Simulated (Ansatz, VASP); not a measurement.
**Two plane-wave programs on SiC**

The input INCAR:

```
SYSTEM = SiC
PREC = Accurate ; ENCUT = 520
EDIFF = 1E-7 ; ISMEAR = -1
SIGMA = 0.05 ; LREAL = .False.
LASPH = .True. ; NELM = 80
ALGO = Normal ; ISIF = 2
LWAVE = .False. ; LCHARG = .True.
GGA = PE ; IVDW = 12
LELF = .True. ; LVHAR = .True.
NBANDS = 26
```

The input KPOINTS:

```
Automatic mesh
0
Gamma
  10 10 3
  0 0 0
```

The input POSCAR:

```
SiC
1.0
    3.0550512851      0.0000000000      0.0000000000
   -1.5275256425      2.6457520228      0.0000000000
    0.0000000000      0.0000000000     10.0030562121
Si C
4 4
Direct
    0.0000000000      0.0000000000      0.1878943800
    0.0000000000      0.0000000000      0.6878943800
    0.3333333333      0.6666666667      0.4378419800
    0.6666666667      0.3333333333      0.9378419800
    0.0000000000      0.0000000000      0.0004600500
    0.0000000000      0.0000000000      0.5004600500
    0.3333333333      0.6666666667      0.2498025900
    0.6666666667      0.3333333333      0.7498025900
```

input.yaml

```yaml
crystal:
  lattice:
    - [3.0550512851, 0.0, 0.0]
    - [-1.5275256425, 2.6457520228, 0.0]
    - [0.0, 0.0, 10.0030562121]
  atoms:
    - { symbol: Si, position: [0.0, 0.0, 0.18789438] }
    - { symbol: Si, position: [0.0, 0.0, 0.68789438] }
    - { symbol: Si, position: [0.3333333333, 0.6666666667, 0.43784198] }
    - { symbol: Si, position: [0.6666666667, 0.3333333333, 0.93784198] }
    - { symbol: C, position: [0.0, 0.0, 0.00046005] }
    - { symbol: C, position: [0.0, 0.0, 0.50046005] }
    - { symbol: C, position: [0.3333333333, 0.6666666667, 0.24980259] }
    - { symbol: C, position: [0.6666666667, 0.3333333333, 0.74980259] }
hamiltonian:
  xc: pbe
  pseudopotentials: { kind: paw }
  dispersion: d3bj
kpoints:
  mp_grid: { grid: [10, 10, 3] }
scf:
  occupations: { method: fermi_dirac, width: 0.05 }
output:
  forces: true
  stress: true
  eigenvalues: true
```

Alike in both runs: task single point; functional PBE; dispersion D3(BJ); k mesh 10 × 10 × 3; occupations fermi-dirac, width 0.05 eV; no spin polarisation.

```csv
,VASP,Ansatz
version,VASP 6.6.1,Ansatz 0.2.0
potentials or method,"VASP PAW PBE potentials, release 64 (Si, C)",Ansatz PAW
plane-wave cutoff (eV),520,420
valence electrons in the cell,32,32
```

Ansatz gave:

* gap on the k mesh at the Fermi level (eV): 2.23
* least direct gap on the mesh (eV): 3.36
* pressure (GPa): 3.8
* traceless stress, the component that is largest in VASP (GPa): -0.12
* rms of the force components (eV/Å): 0.005

Question: Which values does VASP return?

Answer: gap on the k mesh at the Fermi level (eV): 2.23; least direct gap on the mesh (eV): 3.36; pressure (GPa): 3.7; traceless stress, the component that is largest in VASP (GPa): -0.12; rms of the force components (eV/Å): 0.004.

Atom by atom the forces differ by 0.001 eV/Å (rms over components).

Noted on Ansatz's run: odd divisions of the mesh miss points on the zone boundary, where band edges often lie, so the gap on the mesh can be too wide.
